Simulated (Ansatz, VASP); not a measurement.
One calculation of Cs, two programs

File POSCAR:

```
Cs
1.0
   -3.1696337965      3.1696337965      3.1696337965
    3.1696337965     -3.1696337965      3.1696337965
    3.1696337965      3.1696337965     -3.1696337965
Cs
1
Direct
    0.0000000000      0.0000000000      0.0000000000
```

Contents of INCAR.step1:

```
PREC     = Accurate       # precision mode
ENCUT    = 520            # plane-wave cutoff, eV
ISMEAR   = -1             # smearing method
SIGMA    = 0.03           # smearing width, eV
LREAL    = False          # projectors in reciprocal space
LASPH    = True           # aspherical terms in the spheres
NELM     = 80             # most SCF steps
NBANDS   = 10             # bands
GGA      = PE             # functional
ALGO     = Normal         # electronic algorithm
EDIFF    = 1E-4           # SCF threshold, eV
LWAVE    = True           # write WAVECAR
LCHARG   = False          # write CHGCAR
```

File INCAR.step2:

```
PREC     = Accurate       # precision mode
ENCUT    = 520            # plane-wave cutoff, eV
EDIFF    = 1E-8           # SCF threshold, eV
ISMEAR   = -1             # smearing method
SIGMA    = 0.03           # smearing width, eV
LREAL    = False          # projectors in reciprocal space
LASPH    = True           # aspherical terms in the spheres
NELM     = 80             # most SCF steps
ALGO     = Normal         # electronic algorithm
ISIF     = 2              # what is computed and relaxed
LWAVE    = False          # write WAVECAR
LCHARG   = False          # write CHGCAR
METAGGA  = R2SCAN         # meta-GGA
LMIXTAU  = True         
LEFG     = True         
NBANDS   = 10             # bands
ISTART   = 1
```

The input KPOINTS:

```
regular mesh
0
Gamma
  9 9 9
```

Input for Ansatz:

```yaml
crystal:
  lattice:
    - [-3.1696337965, 3.1696337965, 3.1696337965]
    - [3.1696337965, -3.1696337965, 3.1696337965]
    - [3.1696337965, 3.1696337965, -3.1696337965]
  atoms:
    - { symbol: Cs, position: [0.0, 0.0, 0.0] }
kpoints:
  mp_grid: { grid: [9, 9, 9] }
scf:
  occupations: { method: fermi_dirac, width: 0.03 }
hamiltonian:
  xc: r2scan
  pseudopotentials: { kind: all_electron, datasets: crystal }
output:
  forces: true
  stress: true
  eigenvalues: true
  efg: { contact_densities: true }
```

Change from the starting cell: volume scaled by 1.04, crystal datasets.

Alike in both runs: task electric field gradients; functional r2SCAN; k mesh 9 × 9 × 9; occupations fermi-dirac, width 0.03 eV; no spin polarisation.

```csv
,VASP,Ansatz
version,VASP 6.6.1,Ansatz 0.2.0
potentials or method,"VASP PAW PBE potentials, release 64 (Cs_sv), cutoff 520 eV","all-electron PAW with datasets made for the crystal, scalar-relativistic"
```

|  | VASP | Ansatz | Ansatz less VASP |
| --- | --- | --- | --- |
| pressure (GPa) | -0.1 | -0.1 | 0.00 |

VASP's potentials were made for PBE, not for r2SCAN. Ansatz ran all-electron here, and VASP with PAW potentials.

Neither program's run includes spin-orbit coupling.
